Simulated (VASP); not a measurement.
Wanted: the native input for a VASP 6.6.1 run.

| Quantity | Value |
| --- | --- |
| Task | single point |
| Functional | PBE |
| Potentials or basis | VASP PAW PBE potentials, release 64 (Yb) |
| Cutoff | 520 eV |
| k mesh | 7 × 7 × 7 |
| Occupations | fermi-dirac, width 0.05 eV |
| Spin | collinear spin, ferromagnetic start |
| Starting moments | [0.2] μB |
| Fixed moment | 0.2 μB |
| Dipole correction | no |
| Further INCAR settings | ALGO = Normal; EDIFF = 1e-06; NBANDS = 22 |

The structure of Yb lies in POSCAR:

```
Yb
1.0
   -2.1514830000      2.1514830000      2.1514830000
    2.1514830000     -2.1514830000      2.1514830000
    2.1514830000      2.1514830000     -2.1514830000
Yb
1
Direct
    0.0000000000      0.0000000000      0.0000000000
```

This isn't the form of Yb at room conditions, which is fcc.

These files were run (other wordings do the same):

INCAR

```
ALGO     = Normal         # electronic algorithm
EDIFF    = 1E-6           # SCF threshold, eV
ENCUT    = 520            # plane-wave cutoff, eV
GGA      = PE             # functional
ISIF     = 2              # what is computed and relaxed
ISMEAR   = -1             # smearing method
ISPIN    = 2              # spin polarisation
LASPH    = True           # aspherical terms in the spheres
LCHARG   = True           # write CHGCAR
LELF     = True           # ELF
LMAXMIX  = 6              # l up to which the mixer works
LORBIT   = 11             # projections on sites
LREAL    = False          # projectors in reciprocal space
LVHAR    = True         
LWAVE    = False          # write WAVECAR
MAGMOM   = 0.2            # initial moments
NBANDS   = 22             # bands
NELM     = 150            # most SCF steps
NUPDOWN  = 0.2            # fixed moment
PREC     = Accurate       # precision mode
SIGMA    = 0.05           # smearing width, eV
```

KPOINTS

```
k-points
0
Gamma
  7 7 7
```

Potentials or basis: VASP PAW PBE potentials, release 64 (Yb).

The run is started by

```console
$ cat potpaw_PBE.64/Yb/POTCAR > POTCAR
$ mpirun -np 1 vasp_std > vasp.out
```

Results of the run:

- Pressure: -2.4 GPa
- Net moment: 0.20 μB per cell
- Site moments: Yb +0.10 μB
- Valence electrons inside the program's atomic spheres: Yb 22.05

Caveat: the total moment is fixed, so each spin has its own Fermi level.

It took 3.6 min on 1 thread of Intel Xeon 8259CL, with other jobs on the host, peak memory 0.2 GiB.
